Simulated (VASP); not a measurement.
A run of VASP 6.6.1 is set up as follows.

Contents of POSCAR:

```
BeS
1.0
    2.9413850451      0.0000000000      0.0000000000
    0.0000000000      2.9413850451      0.0000000000
    0.0000000000      0.0000000000      2.9413850451
Be S
1 1
Direct
    0.0000000000      0.0000000000      0.0000000000
    0.5000000000      0.5000000000      0.5000000000
```

INCAR.step1

```
PREC     = Accurate       # precision mode
ENCUT    = 520            # plane-wave cutoff, eV
EDIFF    = 1E-5           # SCF threshold, eV
ISMEAR   = -1             # smearing method
SIGMA    = 0.02           # smearing width, eV
LREAL    = F              # projectors in reciprocal space
LASPH    = T              # aspherical terms in the spheres
NELM     = 120            # most SCF steps
ALGO     = Normal         # electronic algorithm
ISIF     = 2              # what is computed and relaxed
LWAVE    = T              # write WAVECAR
GGA      = PE             # functional
NBANDS   = 11             # bands
GGA_COMPAT= F
```

Contents of INCAR.step2:

```
PREC     = Accurate       # precision mode
ENCUT    = 520            # plane-wave cutoff, eV
EDIFF    = 1E-6           # SCF threshold, eV
ISMEAR   = -1             # smearing method
SIGMA    = 0.02           # smearing width, eV
LREAL    = F              # projectors in reciprocal space
LASPH    = T              # aspherical terms in the spheres
NELM     = 120            # most SCF steps
ALGO     = Normal         # electronic algorithm
ISIF     = 2              # what is computed and relaxed
LWAVE    = F              # write WAVECAR
LCHARG   = T              # write CHGCAR
GGA      = PE             # functional
LHFCALC  = T              # exact exchange
AEXX     = 0.75           # exact-exchange fraction
PRECFOCK = Normal       
LELF     = T              # ELF
LVHAR    = T            
ISTART   = 1            
NBANDS   = 11             # bands
GGA_COMPAT= F
```

The input KPOINTS:

```
regular mesh
0
Gamma
  4 4 4
```

Potentials or basis: VASP PAW PBE potentials, release 64 (Be, S).

The run is started by

```bash
$ cat potpaw_PBE.64/Be/POTCAR potpaw_PBE.64/S/POTCAR > POTCAR
$ cp INCAR.step1 INCAR
$ mpirun -np 1 vasp_std > vasp.out
$ cp INCAR.step2 INCAR
$ mpirun -np 1 vasp_std > vasp.out
```

Task: Estimate the band gap on the k mesh.

Result: Zero (band 4 reaches 7.75 eV, above the bottom of band 5 at 4.86 eV).

Task: What does it give for the pressure?

Result: -7.9 GPa.

Caveat: the k points lie up to 0.53 Å⁻¹ apart; the PAW data sets were made with another functional, which shifts forces and pressure a little.
